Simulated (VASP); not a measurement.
# BeTe (mix) (F-43m) in VASP: a series of runs

The runs below take BeTe (mix) through single point, with PBE.

Program: VASP 6.6.1. These are calculated values, not measurements. Logs are shortened: lines on timing, memory, paths and dates and some standing lists are left out, and cuts for length are marked.

### Step 1. The cell of the first run

Symmetry: F-43m, No. 216, cubic system. The conventional cell has a = 5.664 Å, b = 5.664 Å, c = 5.664 Å, α = 90.00°, β = 90.00°, γ = 90.00°. Be (site symmetry -43m) has 4 Te at 2.45 Å within 3.2 Å. Within 3.2 Å of Te (site symmetry -43m) lie 4 Be at 2.45 Å.

### Step 2. Single point, PBE

INCAR

```
PREC = Accurate
ENCUT = 600
EDIFF = 1E-6
ISMEAR = 0
SIGMA = 0.02
LREAL = False
LASPH = True
NELM = 120
ALGO = Normal
ISIF = 2
LWAVE = False
LCHARG = True
GGA = PE
LELF = True
LVHAR = True
NBANDS = 11
GGA_COMPAT = False
```

KPOINTS

```
Automatic mesh
0
Gamma
  8 8 8
```

POSCAR

```
BeTe
1.0
    0.0000000000      2.8318768712      2.8318768712
    2.8318768712      0.0000000000      2.8318768712
    2.8318768712      2.8318768712      0.0000000000
Be Te
1 1
Direct
    0.0000000000      0.0000000000      0.0000000000
    0.2500000000      0.2500000000      0.2500000000
```

Potentials or basis: VASP PAW PBE potentials, release 64 (Be, Te).

Command:

```bash
$ cat potpaw_PBE.64/Be/POTCAR potpaw_PBE.64/Te/POTCAR > POTCAR
$ mpirun -np 1 vasp_std > vasp.out
```

OUTCAR:

```text
PREC = Accurate
   ENCUT = 600
   EDIFF = 1E-6
   ISMEAR = 0
   LREAL = False
   LASPH = True
   NELM = 120
   ISIF = 2
   GGA = PE

 ion  position               nearest neighbor table
   1  0.000  0.000  0.000-   2 2.45   2 2.45   2 2.45   2 2.45
   2  0.250  0.250  0.250-   1 2.45   1 2.45   1 2.45   1 2.45

  LATTYP: Found a face centered cubic cell.
 ALAT       =     5.6637537424

  Lattice vectors:

 A1 = (   0.0000000000,   2.8318768712,   2.8318768712)
 A2 = (   2.8318768712,   0.0000000000,   2.8318768712)
 A3 = (   2.8318768712,   2.8318768712,   0.0000000000)

Analysis of symmetry for initial positions (statically):
[... 5 lines left out ...]
 face centered cubic supercell.

 Subroutine GETGRP returns: Found 24 space group operations
 (whereof 24 operations were pure point group operations)
 out of a pool of 48 trial point group operations.

The static configuration has the point symmetry T_d .

Analysis of symmetry for dynamics (positions and initial velocities):
[... 5 lines left out ...]
 face centered cubic supercell.

 Subroutine GETGRP returns: Found 24 space group operations
 (whereof 24 operations were pure point group operations)
 out of a pool of 48 trial point group operations.

The dynamic configuration has the point symmetry T_d .

 Subroutine INISYM returns: Found 24 space group operations
 (whereof 24 operations are pure point group operations),
 and found     1 'primitive' translations

----------------------------------------------------------------------------------------

                                     Primitive cell

  volume of cell :      45.4206

  direct lattice vectors                    reciprocal lattice vectors
     0.000000000  2.831876871  2.831876871    -0.176561349  0.176561349  0.176561349
     2.831876871  0.000000000  2.831876871     0.176561349 -0.176561349  0.176561349
     2.831876871  2.831876871  0.000000000     0.176561349  0.176561349 -0.176561349

  length of vectors
     4.004878678  4.004878678  4.004878678     0.305813227  0.305813227  0.305813227

  position of ions in fractional coordinates (direct lattice)
     0.000000000  0.000000000  0.000000000
     0.250000000  0.250000000  0.250000000

  ion indices of the primitive-cell ions
   primitive index   ion index
                 1           1
                 2           2

----------------------------------------------------------------------------------------

 KPOINTS: Automatic mesh

Automatic generation of k-mesh.
 Grid dimensions read from file:
 generate k-points for:    8    8    8

 Generating k-lattice:

  Cartesian coordinates                     Fractional coordinates (reciprocal lattice)
    -0.022070169  0.022070169  0.022070169     0.125000000  0.000000000  0.000000000
     0.022070169 -0.022070169  0.022070169     0.000000000  0.125000000  0.000000000
     0.022070169  0.022070169 -0.022070169     0.000000000  0.000000000  0.125000000

  Length of vectors
     0.038226653  0.038226653  0.038226653

  Shift w.r.t. Gamma in fractional coordinates (k-lattice)
     0.000000000  0.000000000  0.000000000

 Subroutine IBZKPT returns following result:
 ===========================================

 Found     29 irreducible k-points:

 Following reciprocal coordinates:
            Coordinates               Weight
  0.000000  0.000000  0.000000      1.000000
  0.125000  0.000000  0.000000      8.000000
  0.250000  0.000000  0.000000      8.000000
  0.375000  0.000000  0.000000      8.000000
  0.500000  0.000000  0.000000      4.000000
  0.125000  0.125000  0.000000      6.000000
[... 16 lines left out ...]
  0.500000  0.250000  0.125000     48.000000
 -0.375000  0.250000  0.125000     24.000000
 [... further k-points ...]
   k-points           NKPTS =     29   k-points in BZ     NKDIM =     29   number of bands    NBANDS=     11
   number of dos      NEDOS =    301   number of ions     NIONS =      2
   total plane-waves  NPLWV =  32768
   dimension x,y,z NGX =    32 NGY =   32 NGZ =   32
   dimension x,y,z NGXF=    64 NGYF=   64 NGZF=   64
   ions per type =               1   1
   NGX,Y,Z   is equivalent  to a cutoff of  13.28, 13.28, 13.28 a.u.
   NGXF,Y,Z  is equivalent  to a cutoff of  26.57, 26.57, 26.57 a.u.
 SYSTEM =  unknown system
   PREC   = accura    normal or accurate (medium, high low for compatibility)
   ISTART =      0    job   : 0-new  1-cont  2-samecut
   ICHARG =      2    charge: 1-file 2-atom 10-const
   ISPIN  =      1    spin polarized calculation?
   LNONCOLLINEAR =      F non collinear calculations
   LSORBIT =      F    spin-orbit coupling
   LASPH  =      T    aspherical Exc in radial PAW
   ENCUT  =  600.0 eV  44.10 Ry    6.64 a.u.   8.00  8.00  8.00*2*pi/ulx,y,z
   NELM   =    120;   NELMIN=  2; NELMDL= -5     # of ELM steps
   EDIFF  = 0.1E-05   stopping-criterion for ELM
   LREAL  =      F    real-space projection
   EDIFFG = 0.1E-04   stopping-criterion for IOM
   NSW    =      0    number of steps for IOM
   IBRION =     -1    ionic relax: 0-MD 1-quasi-New 2-CG
   NFREE  =      0    steps in history (QN), initial steepest desc. (CG)
   ISIF   =      2    stress and relaxation
   ISYM   =      2    0-nonsym 1-usesym 2-fastsym
   POTIM  = 0.5000    time-step for ionic-motion
   TEBEG  =    0.0;   TEEND  =   0.0 temperature during run
   PSTRESS=    0.0 pullay stress
   NELECT =       8.0000    total number of electrons
   NUPDOWN=      -1.0000    fix difference up-down
   EMIN   =  10.00;   EMAX   =-10.00  energy-range for DOS
   EFERMI =   0.00;   METHOD = LEGACY
   ISMEAR =     0;   SIGMA  =   0.02  broadening in eV -4-tet -1-fermi 0-gaus
   EFERMI_NEDOS =   21; number of points for ismear=-14 and -15
   IALGO  =     38    algorithm
   IMIX   =      4    mixing-type and parameters
     AMIX     =   0.40;   BMIX     =  1.00
     AMIX_MAG =   1.60;   BMIX_MAG =  1.00
  volume/ion in A,a.u.               =      22.71       153.26
  Fermi-wavevector in a.u.,A,eV,Ry     =   0.917671  1.734147 11.457745  0.842121
  Thomas-Fermi vector in A             =   2.042666
   LORBIT       =      0    0 simple, 1 ext, 2 COOP (PROOUT), +10 PAW based schemes
   GGA     = PE    functional components
   LHFCALC =     F    Hartree Fock is set to
   AEXX    =    0.0000 exact exchange contribution
   IVDW    =     0    specifies the selected vdW correction
   LEPSILON=     F    determine dielectric tensor
   LRPA    =     F    only Hartree local field effects (RPA)
 non-spin polarized calculation
 Gauss-broadening in eV      SIGMA  =   0.02
  energy-cutoff  :      600.00
  volume of cell :       45.42
 maximum number of plane-waves:      1540
   NGX = 15   NGY = 15   NGZ = 15

 number of electron       8.0000000 magnetization

 Free energy of the ion-electron system (eV)
  ---------------------------------------------------
  ext. energy  EPLUGINS =         0.00000000
  ---------------------------------------------------
  free energy    TOTEN  =        -7.62449577 eV

  energy without entropy =       -7.62449577  energy(sigma->0) =       -7.62449577

 E-fermi :   5.0314     XC(G=0):  -8.9891

 val. band max:        4.9089220560   @ k =   0.0000   0.0000   0.0000
 cond. band min:       6.9234206527   @ k =   0.5000   0.5000   0.0000
 fundamental gap:      2.0144985967
 Fermi energy:         5.0313982501

 k-point     1 :       0.0000    0.0000    0.0000
  band No.  band energies     occupation
      1      -7.2781      2.00000
      2       4.9089      2.00000
      3       4.9089      2.00000
      4       4.9089      2.00000
      5       8.5324      0.00000
      6       8.5324      0.00000
      7       8.5324      0.00000
      8       8.6077      0.00000
      9      13.2003      0.00000
     10      15.1183      0.00000
     11      15.1183      0.00000

 k-point     2 :       0.1250    0.0000    0.0000
  band No.  band energies     occupation
      1      -7.1340      2.00000
      2       3.6160      2.00000
      3       4.6809      2.00000
      4       4.6809      2.00000
      5       8.4173      0.00000
      6       8.8675      0.00000
      7       8.8675      0.00000
      8       9.9208      0.00000
      9      13.6261      0.00000
     10      14.2113      0.00000
     11      14.2113      0.00000

 k-point     3 :       0.2500    0.0000    0.0000
  band No.  band energies     occupation
      1      -6.7376      2.00000
      2       1.6473      2.00000
      3       4.2533      2.00000
      4       4.2533      2.00000
      5       8.1849      0.00000
      6       9.3907      0.00000
      7       9.3907      0.00000
      8      11.8524      0.00000
      9      13.9355      0.00000
     10      13.9355      0.00000
     11      13.9417      0.00000

 k-point     4 :       0.3750    0.0000    0.0000
  band No.  band energies     occupation
      1      -6.2356      2.00000
      2       0.0964      2.00000
      3       3.9231      2.00000
      4       3.9231      2.00000
      5       8.0043      0.00000
      6       9.5315      0.00000
      7       9.5315      0.00000
      8      12.7513      0.00000
      9      14.5930      0.00000
     10      14.9549      0.00000
     11      14.9549      0.00000
[... 239 lines left out ...]
 k-point    22 :       0.3750    0.2500    0.1250
  band No.  band energies     occupation
      1      -6.4104      2.00000
      2       1.3925      2.00000
      3       2.7143      2.00000
      4       3.7126      2.00000
      5       8.5096      0.00000
      6       9.6992      0.00000
      7      10.3103      0.00000
      8      11.1512      0.00000
      9      13.9034      0.00000
     10      15.4253      0.00000
     11      15.9610      0.00000

 k-point    23 :       0.5000    0.2500    0.1250
  band No.  band energies     occupation
      1      -5.9656      2.00000
      2       0.3661      2.00000
      3       2.1835      2.00000
      4       3.2692      2.00000
      5       8.9409      0.00000
      6       9.5780      0.00000
      7      10.7976      0.00000
      8      11.7832      0.00000
      9      14.7096      0.00000
     10      15.1674      0.00000
     11      17.0855      0.00000

 k-point    24 :      -0.3750    0.2500    0.1250
  band No.  band energies     occupation
      1      -5.7428      2.00000
      2      -0.1134      2.00000
      3       2.0733      2.00000
      4       3.0525      2.00000
      5       9.0916      0.00000
      6       9.2989      0.00000
      7      11.5228      0.00000
      8      12.6051      0.00000
      9      13.3838      0.00000
     10      16.4265      0.00000
     11      16.7647      0.00000

 [... further k-points ...]

------------------------ aborting loop because EDIFF is reached ----------------------------------------

  FORCE on cell =-STRESS in cart. coord.  units (eV):
  Direction    XX          YY          ZZ          XY          YZ          ZX
  --------------------------------------------------------------------------------------
  -------------------------------------------------------------------------------------
  Total        0.0391996      0.0391996      0.0391996     -0.0000000     -0.0000000     -0.0000000
  in kB        1.3827343      1.3827343      1.3827343     -0.0000000     -0.0000000     -0.0000000
  external PRESSURE =       1.3827343 kB  Pullay stress =       0.0000000 kB

 VOLUME and BASIS-vectors are now :
 -----------------------------------------------------------------------------
  energy-cutoff  :      600.00
  volume of cell :       45.42
      direct lattice vectors                 reciprocal lattice vectors
     0.000000000  2.831876871  2.831876871    -0.176561349  0.176561349  0.176561349
     2.831876871  0.000000000  2.831876871     0.176561349 -0.176561349  0.176561349
     2.831876871  2.831876871  0.000000000     0.176561349  0.176561349 -0.176561349

 POSITION                                       TOTAL-FORCE (eV/Angst)
 -----------------------------------------------------------------------------------
      0.00000      0.00000      0.00000         0.000000     -0.000000     -0.000000
      1.41594      1.41594      1.41594        -0.000000      0.000000      0.000000
 -----------------------------------------------------------------------------------
    total drift:                                0.000000      0.000000      0.000000

  FREE ENERGIE OF THE ION-ELECTRON SYSTEM (eV)
  ---------------------------------------------------
  free  energy   TOTEN  =        -7.6244957711 eV

  energy  without entropy=       -7.6244957711  energy(sigma->0) =       -7.62449577
```

Run time: 16 s. Hardware: 1 thread of AMD EPYC 9R45 (Zen 5), shared host; peak memory 0.14 GiB.

What came out:

- Free energy: -7.6245 eV
- Pressure: 0.1 GPa
- Band gap on the k mesh: 2.01 eV, indirect (least direct gap 3.62 eV)

Caveat: spin-orbit coupling is left out, which moves the levels of the heavy elements.

### Step 3. Single point, PBE

INCAR

```
SYSTEM = BeTe
PREC = Accurate
ENCUT = 600
EDIFF = 1E-6
ISMEAR = 0
SIGMA = 0.02
LREAL = .FALSE.
LASPH = .TRUE.
NELM = 120
ALGO = Normal
ISIF = 2
LWAVE = .FALSE.
LCHARG = .FALSE.
GGA = PE
NBANDS = 11
GGA_COMPAT = .FALSE.
```

KPOINTS

```
regular mesh
0
G
  8 8 8
  0 0 0
```

POSCAR is that of step 2.

Potentials or basis: VASP PAW PBE potentials, release 64 (Be, Te).

Command:

```bash
$ cat potpaw_PBE.64/Be/POTCAR potpaw_PBE.64/Te/POTCAR > POTCAR
$ mpirun -np 1 vasp_std > vasp.out
```

Run time: 14 s. Hardware: 1 thread of AMD EPYC 9R45 (Zen 5), shared host; peak memory 0.15 GiB.

It converged, with:

```
Free energy            : -7.6245 eV
Pressure               : 0.1 GPa
Band gap on the k mesh : 2.01 eV, indirect (least direct gap 3.62 eV)
```

Levels at points of the mesh, in eV from the valence-band top:
```tsv
k point	band 2	band 3	band 4	band 5	band 6	band 7
(0.00, 0.00, 0.00)	0.00	0.00	0.00	3.62	3.62	3.62
(0.50, 0.00, 0.00)	-5.43	-1.10	-1.10	3.03	4.60	4.60
(0.50, 0.50, 0.00)	-5.03	-2.58	-2.58	2.01	2.69	9.60
```

Caveat: spin-orbit coupling is left out, which moves the levels of the heavy elements. A k mesh can miss the band edges.
